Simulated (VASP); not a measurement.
A run of VASP 6.6.1:

INCAR

```
PREC = Accurate
ENCUT = 600
EDIFF = 1E-6
ISMEAR = 0
SIGMA = 0.15
LREAL = False
LASPH = True
NELM = 200
ALGO = Normal
ISIF = 2
LWAVE = False
LCHARG = False
ISPIN = 2
MAGMOM = 2.05
LORBIT = 11
LMAXMIX = 4
GGA = PS
NBANDS = 18
GGA_COMPAT = False
```

KPOINTS

```
regular mesh
0
Gamma
  24 24 24
```

Contents of POSCAR:

```
Co
1.0
   -1.3322040000      1.3322040000      1.4724360000
    1.3322040000     -1.3322040000      1.4724360000
    1.3322040000      1.3322040000     -1.4724360000
Co
1
Direct
    0.0000000000      0.0000000000      0.0000000000
```

Potentials or basis: VASP PAW PBE potentials, release 64 (Co_sv).

The run is started by

```console
$ cat potpaw_PBE.64/Co_sv/POTCAR > POTCAR
$ mpirun -np 1 vasp_std > vasp.out
```

Hardware: 1 thread of Intel(R) Xeon(R) 6975P-C (Granite Rapids), on a shared host.

Problem. Estimate the wall time of this run.

Solution. Run time: 2.8 min on 1 thread of Intel(R) Xeon(R) 6975P-C (Granite Rapids) (shared host), peak memory 0.43 GiB. Counts: scf iterations 12, k points 1063.
